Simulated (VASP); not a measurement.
The system is CuH8.

```
Cu H
1.0
     3.92169   -2.93536    0.00000
     3.92169    2.93536    0.00000
    -2.86664    0.00000    3.89494
Cu H
1 8
Direct
  0.24813 0.75187 0.50000
  0.78896 0.31767 0.15235
  0.68233 0.21104 0.84766
  0.20185 0.67581 0.84463
  0.32419 0.79815 0.15537
  0.23666 0.26820 0.15984
  0.73180 0.76334 0.84016
  0.11939 0.16663 0.84962
  0.83337 0.88061 0.15038
```

| Item | Value |
| --- | --- |
| Program | VASP 6.6.1 |
| Task | relaxation of cell and atoms |
| Functional | PBE |
| Potentials or basis | VASP PAW PBE potentials, release 64 (Cu, H) |
| Cutoff | 600 eV |
| k mesh | 4 × 4 × 4 |
| Occupations | gaussian, width 0.1 eV |
| Spin | no spin polarisation |

At the start: pressure -13.0 GPa; volume 9.96 Å³/atom.

Question: Where does the relaxation end?

Answer: Over 66 steps the energy falls by 581.3 meV/atom and the volume is 9.88 Å³/atom (-0.8 %); space group C2 (No. 5, to 0.05 Å).

Step by step:
| step | energy change (eV) | largest force (eV/Å) | pressure (GPa) | volume (Å³) |
| --- | --- | --- | --- | --- |
| 1 | 0.0000 | 4.4209 | -13.01 | 89.67 |
| 3 | -4.4691 | 2.1271 | -0.99 | 79.68 |
| 5 | -4.1731 | 3.6527 | 4.23 | 77.64 |
| 7 | -4.6934 | 0.5087 | -0.36 | 79.08 |
| 9 | -4.7287 | 0.8368 | -1.11 | 79.37 |
| 11 | -4.8698 | 0.7867 | -0.76 | 79.56 |
| 13 | -4.9166 | 1.3125 | -0.27 | 79.66 |
| 15 | -5.0511 | 0.4836 | -0.01 | 79.75 |
| 17 | -5.0767 | 0.2420 | 0.76 | 79.78 |
| 19 | -5.0898 | 0.1808 | 1.36 | 80.12 |
| 21 | -5.1273 | 0.5997 | 0.87 | 82.94 |
| 23 | -5.1542 | 0.2146 | 0.18 | 84.79 |
| 25 | -5.1586 | 0.3327 | -0.36 | 85.95 |
| 27 | -5.1709 | 0.2460 | -0.48 | 87.36 |
| 29 | -5.1762 | 0.1657 | -0.21 | 87.74 |
| 31 | -5.1815 | 0.1647 | 0.01 | 87.96 |
| 33 | -5.1881 | 0.2343 | -0.20 | 88.20 |
| 35 | -5.1971 | 0.2221 | -0.39 | 88.37 |
| 37 | -5.2064 | 0.2840 | -0.15 | 88.24 |
| 39 | -5.2117 | 0.2799 | -0.04 | 88.10 |
| 41 | -5.2180 | 0.1524 | 0.30 | 87.89 |
| 43 | -5.2201 | 0.0932 | 0.13 | 88.04 |
| 45 | -5.2216 | 0.1430 | -0.02 | 88.27 |
| 47 | -5.2231 | 0.1242 | 0.15 | 88.50 |
| 49 | -5.2262 | 0.1105 | 0.14 | 89.04 |
| 51 | -5.2272 | 0.0981 | -0.05 | 89.42 |
| 53 | -5.2279 | 0.0491 | -0.12 | 89.55 |
| 55 | -5.2284 | 0.0402 | -0.09 | 89.60 |
| 57 | -5.2288 | 0.0575 | -0.02 | 89.54 |
| 59 | -5.2291 | 0.0719 | -0.01 | 89.45 |
| 61 | -5.2303 | 0.0677 | -0.04 | 89.20 |
| 63 | -5.2304 | 0.0819 | 0.02 | 89.10 |
| 65 | -5.2311 | 0.0949 | 0.08 | 88.95 |
| 66 | -5.2316 | 0.0353 | 0.09 | 88.91 |

Final structure:
```
Cu H
1.0
     4.96725   -3.20502    0.18984
     4.96725    3.20502    0.18984
    -3.41702    0.00000    2.66194
Cu H
1 8
Cartesian
  3.2587 1.5839 1.5208
  5.1015 -1.3526 0.5393
  1.4159 -1.3526 2.5023
  1.8626 1.5956 2.5528
  4.6549 1.5956 0.4888
  2.5545 0.2948 0.3689
  3.9630 0.2948 2.6727
  -1.1075 -0.2615 2.4740
  7.6250 -0.2615 0.5677
```

Caveat: the k points lie up to 0.56 Å⁻¹ apart in the final cell.
